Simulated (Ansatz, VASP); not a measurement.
**One calculation of WCl4F2, two programs**

The input INCAR:

```
SYSTEM = WCl4F2
PREC = Accurate ; ENCUT = 600
EDIFF = 1E-7 ; ISMEAR = 0
SIGMA = 0.15 ; LREAL = .FALSE.
LASPH = .TRUE. ; NELM = 100
ALGO = Normal ; ISIF = 3
LWAVE = .FALSE. ; LCHARG = .FALSE.
GGA = PE ; IBRION = 2
NSW = 36 ; EDIFFG = -0.08
```

Contents of KPOINTS:

```
Automatic mesh
0
G
  3 3 3
  0 0 0
```

The input POSCAR:

```
WCl4F2
1.0
   -3.3000000000      3.3000000000      3.4000000000
    3.3000000000     -3.3000000000      3.4000000000
    3.3000000000      3.3000000000     -3.4000000000
W Cl F
1 4 2
Direct
    0.0000000000      0.0000000000      0.0000000000
    0.7570000000      0.2430000000      0.0000000000
    0.7570000000      0.7570000000      0.5140000000
    0.2430000000      0.2430000000      0.4860000000
    0.2430000000      0.7570000000      0.0000000000
    0.7280000000      0.7280000000      0.0000000000
    0.2720000000      0.2720000000      0.0000000000
```

Input for Ansatz:

```yaml
crystal:
  lattice:
    - [-3.3, 3.3, 3.4]
    - [3.3, -3.3, 3.4]
    - [3.3, 3.3, -3.4]
  atoms:
    - { symbol: W, position: [0.0, 0.0, 0.0] }
    - { symbol: Cl, position: [0.757, 0.243, 0.0] }
    - { symbol: Cl, position: [0.757, 0.757, 0.514] }
    - { symbol: Cl, position: [0.243, 0.243, 0.486] }
    - { symbol: Cl, position: [0.243, 0.757, 0.0] }
    - { symbol: F, position: [0.728, 0.728, 0.0] }
    - { symbol: F, position: [0.272, 0.272, 0.0] }
basis:
  ecutwfc: 420
kpoints:
  mp_grid: { grid: [3, 3, 3] }
hamiltonian:
  xc: pbe
scf:
  occupations: { method: gaussian, width: 0.15 }
  lower_state_search: "off"
output:
  forces: true
  stress: true
  eigenvalues: true
relax:
  adjacent_minimum: "off"
  f_tol: 0.08
  max_steps: 16
  cell: { stress_tol: 0.8 }
```

Alike in both runs: task relaxation of cell and atoms; functional PBE; k mesh 3 × 3 × 3; occupations gaussian, width 0.15 eV; no spin polarisation.

```csv
,VASP,Ansatz
version,VASP 6.6.1,Ansatz 0.2.0
potentials or method,"VASP PAW PBE potentials, release 64 (W_sv, Cl, F), cutoff 600 eV","scalar-relativistic, plane waves, PAW"
valence electrons in the cell,56,56
```

|  | VASP | Ansatz | Ansatz less VASP |
| --- | --- | --- | --- |
| gap on the k mesh at the Fermi level, each at its own relaxed structure (eV) | 1.66 | 1.62 | -0.045 |
| relaxed volume (Å³/atom) | 28.97 | 29.25 | +0.277 |
| relaxed length of the cell vector where the two differ most in proportion (Å) | 6.414 | 6.439 | +0.0244 |

The k mesh is coarse, so the values compare programs but aren't converged. Neither program's run includes spin-orbit coupling. Noted on VASP's run: the volume moved by over 15 % at a fixed basis, so the end points are rough.
